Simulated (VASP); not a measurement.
# Pd (P6_3/mmc) in VASP: a series of runs, part 2 of 2

VASP 6.6.1. Earlier steps stand in the parts before.

## (3) Single point, LDA, collinear spin (14.78 Å³/atom)

This run uses another cell than the first one, of 14.78 Å³/atom.

Contents of INCAR:

```
PREC = Accurate
ENCUT = 520
EDIFF = 1E-7
ISMEAR = -1
SIGMA = 0.05
LREAL = False
LASPH = True
NELM = 150
ALGO = Normal
ISIF = 2
LWAVE = False
LCHARG = False
ISPIN = 2
MAGMOM = 0.5 0.5
LORBIT = 11
LMAXMIX = 4
GGA = CA
NBANDS = 21
```

Contents of KPOINTS:

```
Automatic mesh
0
Gamma
  15 15 8
```

Contents of POSCAR:

```
Pd
1.0
    2.7256750237      0.0000000000      0.0000000000
   -1.3628375119      2.3605038130      0.0000000000
    0.0000000000      0.0000000000      4.5940050839
Pd
2
Direct
    0.3333333333      0.6666666667      0.2500000000
    0.6666666667      0.3333333333      0.7500000000
```

Potentials or basis: VASP PAW LDA potentials, release 64 (Pd).

Launch:

```sh
cat potpaw_LDA.64/Pd/POTCAR > POTCAR
mpirun -np 1 vasp_std > vasp.out
```

OUTCAR:

```text
PREC = Accurate
   ENCUT = 520
   EDIFF = 1E-7
   ISMEAR = -1
   LREAL = False
   LASPH = True
   NELM = 150
   ISIF = 2
   ISPIN = 2
   LORBIT = 11
   GGA = CA

 ion  position               nearest neighbor table
   1  0.333  0.667  0.250-   2 2.78   2 2.78   2 2.78   2 2.78   2 2.78   2 2.78
   2  0.667  0.333  0.750-   1 2.78   1 2.78   1 2.78   1 2.78   1 2.78   1 2.78

  LATTYP: Found a hexagonal cell.
 ALAT       =     2.7256750237
 C/A-ratio  =     1.6854559124

  Lattice vectors:

 A1 = (   2.7256750237,   0.0000000000,   0.0000000000)
 A2 = (  -1.3628375119,   2.3605038130,   0.0000000000)
 A3 = (   0.0000000000,   0.0000000000,   4.5940050839)

Analysis of symmetry for initial positions (statically):
=====================================================================
 Subroutine PRICEL returns:
 Original cell was already a primitive cell.

 Routine SETGRP: Setting up the symmetry group for a
 hexagonal supercell.

 Subroutine GETGRP returns: Found 24 space group operations
 (whereof 12 operations were pure point group operations)
 out of a pool of 24 trial point group operations.

The static configuration has the point symmetry D_3d.
 The point group associated with its full space group is D_6h.

Analysis of symmetry for dynamics (positions and initial velocities):
=====================================================================
 Subroutine PRICEL returns:
 Original cell was already a primitive cell.

 Routine SETGRP: Setting up the symmetry group for a
 hexagonal supercell.

 Subroutine GETGRP returns: Found 24 space group operations
 (whereof 12 operations were pure point group operations)
 out of a pool of 24 trial point group operations.

The dynamic configuration has the point symmetry D_3d.
 The point group associated with its full space group is D_6h.

Analysis of structural, dynamic, and magnetic symmetry:
[... 145 lines left out ...]
  volume of cell :       29.56
 maximum number of plane-waves:       813
   NGX = 11   NGY = 11   NGZ = 17

 number of electron      20.0000002 magnetization      -0.0014784

 number of electron      20.0000002 magnetization       0.0027283

 Free energy of the ion-electron system (eV)
  ---------------------------------------------------
  ext. energy  EPLUGINS =         0.00000000
  ---------------------------------------------------
  free energy    TOTEN  =       -12.90806477 eV

  energy without entropy =      -12.86646093  energy(sigma->0) =      -12.88726285

 E-fermi :   9.5650     XC(G=0): -13.5028

 val. band max:        9.5617477876   @ k =   0.3333  -0.0000   0.0000
 cond. band min:       9.5652974736   @ k =   0.3333   0.1333   0.5000
 fundamental gap:      0.0035496859
 Fermi energy:         9.5649782613

 spin component 1

 k-point     1 :       0.0000    0.0000    0.0000
  band No.  band energies     occupation
      1       2.3361      1.00000
      2       4.1907      1.00000
      3       6.5112      1.00000
      4       6.7896      1.00000
      5       6.7896      1.00000
      6       7.1302      1.00000
[... 565 lines left out ...]
     20      35.2170      0.00000
     21      35.4201      0.00000

 [... further k-points ...]

 spin component 2

 k-point     1 :       0.0000    0.0000    0.0000
  band No.  band energies     occupation
      1       2.3364      1.00000
      2       4.1913      1.00000
      3       6.5120      1.00000
      4       6.7904      1.00000
      5       6.7904      1.00000
      6       7.1311      1.00000
[... 565 lines left out ...]
     20      35.2168      0.00000
     21      35.4177      0.00000

 [... further k-points ...]
[... 5 lines left out ...]
  --------------------------------------------------------------------------------------
  -------------------------------------------------------------------------------------
  Total       -1.3666829     -1.3666829     -1.4687809      0.0000000      0.0000000      0.0000000
  in kB      -74.0812163    -74.0812163    -79.6154499      0.0000000      0.0000000      0.0000000
  external PRESSURE =     -75.9259608 kB  Pullay stress =       0.0000000 kB

 VOLUME and BASIS-vectors are now :
 -----------------------------------------------------------------------------
  energy-cutoff  :      520.00
  volume of cell :       29.56
      direct lattice vectors                 reciprocal lattice vectors
     2.725675024  0.000000000  0.000000000     0.366881595  0.211819188  0.000000000
    -1.362837512  2.360503813  0.000000000     0.000000000  0.423638375  0.000000000
     0.000000000  0.000000000  4.594005084     0.000000000  0.000000000  0.217674988

 POSITION                                       TOTAL-FORCE (eV/Angst)
 -----------------------------------------------------------------------------------
     -0.00000      1.57367      1.14850        -0.000000      0.000000      0.000000
      1.36284      0.78683      3.44550         0.000000     -0.000000      0.000000
 -----------------------------------------------------------------------------------
    total drift:                               -0.000000      0.000000     -0.000000

  FREE ENERGIE OF THE ION-ELECTRON SYSTEM (eV)
  ---------------------------------------------------
  free  energy   TOTEN  =       -12.9080647654 eV

  energy  without entropy=      -12.8664609293  energy(sigma->0) =      -12.88726285

 total charge

# of ion       s       p       d       tot
------------------------------------------
    1        0.489   0.481   8.466   9.436
    2        0.489   0.481   8.466   9.436
--------------------------------------------------
tot          0.978   0.963  16.933  18.873

 magnetization (x)

# of ion       s       p       d       tot
------------------------------------------
    1       -0.000  -0.000   0.001   0.001
    2       -0.000  -0.000   0.001   0.001
--------------------------------------------------
tot         -0.000  -0.000   0.002   0.002
```

OSZICAR:

```text
N       E                     dE             d eps       ncg     rms          rms(c)
DAV:   1     0.114450627451E+03    0.11445E+03   -0.97914E+03 11356   0.914E+02
DAV:   2    -0.106998843883E+02   -0.12515E+03   -0.11681E+03 12725   0.230E+02
DAV:   3    -0.135333909423E+02   -0.28335E+01   -0.28016E+01 13357   0.366E+01
DAV:   4    -0.135525385508E+02   -0.19148E-01   -0.19144E-01 13639   0.301E+00
DAV:   5    -0.135528290295E+02   -0.29048E-03   -0.29048E-03 14114   0.392E-01    0.117E+01
DAV:   6    -0.129396130756E+02    0.61322E+00   -0.10276E+00 13950   0.982E+00    0.551E+00
DAV:   7    -0.129149553573E+02    0.24658E-01   -0.14984E-02 14744   0.931E-01    0.272E+00
DAV:   8    -0.129074522015E+02    0.75032E-02   -0.19553E-03 13987   0.326E-01    0.750E-01
DAV:   9    -0.129075304509E+02   -0.78249E-04   -0.79937E-05 15407   0.650E-02    0.121E-01
DAV:  10    -0.129076491986E+02   -0.11875E-03   -0.12947E-05 13970   0.317E-02    0.931E-02
DAV:  11    -0.129078965274E+02   -0.24733E-03   -0.74075E-05 13925   0.782E-02    0.764E-02
DAV:  12    -0.129080210066E+02   -0.12448E-03   -0.80016E-05 14000   0.809E-02    0.297E-02
DAV:  13    -0.129080383570E+02   -0.17350E-04   -0.51881E-06 14326   0.173E-02    0.345E-02
DAV:  14    -0.129080644852E+02   -0.26128E-04   -0.41967E-05 14010   0.600E-02    0.811E-03
DAV:  15    -0.129080647989E+02   -0.31372E-06   -0.13294E-06 14575   0.885E-03    0.247E-03
DAV:  16    -0.129080647654E+02    0.33576E-07   -0.29667E-07 13677   0.490E-03
   1 F= -.12908065E+02 E0= -.12887263E+02  d E =-.416038E-01  mag=    -0.0003
```

stdout:

```text
POSCAR found type information on POSCAR Pd
 POSCAR found :  1 types and       2 ions
 scaLAPACK will be used
 LDA part: xc-table for (Slater(with rela. corr.)+CA(PZ))
 , standard interpolation
 POSCAR, INCAR and KPOINTS ok, starting setup
 FFT: planning ... GRIDC
 FFT: planning ... GRID_SOFT
 FFT: planning ... GRID
 WAVECAR not read
 entering main loop
```

It took 65 s on 1 thread of Intel Xeon 6975P-C (Granite Rapids), shared host; peak memory 0.22 GiB.

Results:

```
Free energy                                           : -12.9081 eV
Pressure                                              : -7.6 GPa
Band gap on the k mesh                                : zero (filled and empty bands overlap)
Net moment                                            : 0.00 μB per cell
Valence electrons inside the program's atomic spheres : Pd 9.44
```

Levels at points of the mesh, in eV from the Fermi level:
Spin up:
```tsv
k point	band 8	band 9	band 10	band 11	band 12	band 13
(0.00, 0.00, 0.00)	-1.62	-1.62	-0.23	-0.23	0.68	6.76
(0.00, 0.00, 0.50)	-2.80	-0.69	-0.69	-0.69	-0.69	13.78
```
Spin down:
```
           k point  band 6  band 7  band 8  band 9  band 10  band 11  band 12  band 13  band 14  band 15
(0.00, 0.00, 0.00)   -2.43   -2.43   -1.62   -1.62    -0.23    -0.23     0.68     6.76    17.19    18.48
(0.00, 0.00, 0.50)   -2.80   -2.80   -2.80   -0.69    -0.69    -0.69    -0.69    13.78    13.78    17.67
```

Caveat: the cell stands under tension.
